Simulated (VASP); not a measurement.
Write the native input for VASP 6.6.1 that does the following.

```
Task                   : single point
Functional             : PBE
Dispersion             : D3(BJ)
Potentials or basis    : VASP PAW PBE potentials, release 64 (Pd)
Cutoff                 : 520 eV
k mesh                 : 4 × 4 × 1
Occupations            : gaussian, width 0.1 eV
Spin                   : no spin polarisation
Dipole correction      : yes
Further INCAR settings : ALGO = Normal; EDIFF = 1e-07; NBANDS = 72
```

The structure of Pd lies in POSCAR:

```
Pd
1.0
    5.5001966168      0.0000000000      0.0000000000
   -2.7500983084      4.7633099959      0.0000000000
    0.0000000000      0.0000000000     20.4908917320
Pd
12
Direct
    0.3333333333      0.1666666667      0.3904173671
    0.3333333333      0.6666666667      0.3904173671
    0.8333333333      0.1666666667      0.3904173671
    0.8333333333      0.6666666667      0.3904173671
    0.6666666667      0.3333333333      0.5018901788
    0.6666666667      0.8333333333      0.5018901788
    0.1666666667      0.3333333333      0.5018901788
    0.1666666667      0.8333333333      0.5018901788
    0.0000000000      0.5000000000      0.6133489106
    0.0000000000      0.0000000000      0.6133489106
    0.5000000000      0.5000000000      0.6133489106
    0.5000000000      0.0000000000      0.6133489106
```

One way to write it, as run:

INCAR

```
SYSTEM = Pd
PREC     = Accurate       ! precision mode
ENCUT    = 520            ! plane-wave cutoff, eV
EDIFF    = 1E-7           ! SCF threshold, eV
ISMEAR   = 0              ! smearing method
SIGMA    = 0.1            ! smearing width, eV
LREAL    = .FALSE.        ! projectors in reciprocal space
LASPH    = .TRUE.         ! aspherical terms in the spheres
NELM     = 80             ! most SCF steps
ALGO     = Normal         ! electronic algorithm
ISIF     = 2              ! what is computed and relaxed
LWAVE    = .FALSE.        ! write WAVECAR
LCHARG   = .FALSE.        ! write CHGCAR
LDIPOL   = .TRUE.       
IDIPOL   = 3            
DIPOL    = 0.5 0.5 0.502
GGA      = PE             ! functional
IVDW     = 12             ! dispersion correction
NBANDS   = 72             ! bands
```

KPOINTS

```
regular mesh
0
G
  4 4 1
  0 0 0
```

Potentials or basis: VASP PAW PBE potentials, release 64 (Pd).

The run is started by

```console
$ cat potpaw_PBE.64/Pd/POTCAR > POTCAR
$ mpirun -np 1 vasp_std > vasp.out
```

It gave:

```yaml
Largest_force: 0.014 eV/Å
Band_gap_on_the_k_mesh: zero (bands 60 and 61 overlap by 0.44 eV)
Dispersion_energy_per_atom: -0.445 eV
```

Wall time 4.5 min on 1 thread of Intel(R) Xeon(R) 6975P-C (Granite Rapids) (shared host), peak memory 0.61 GiB.
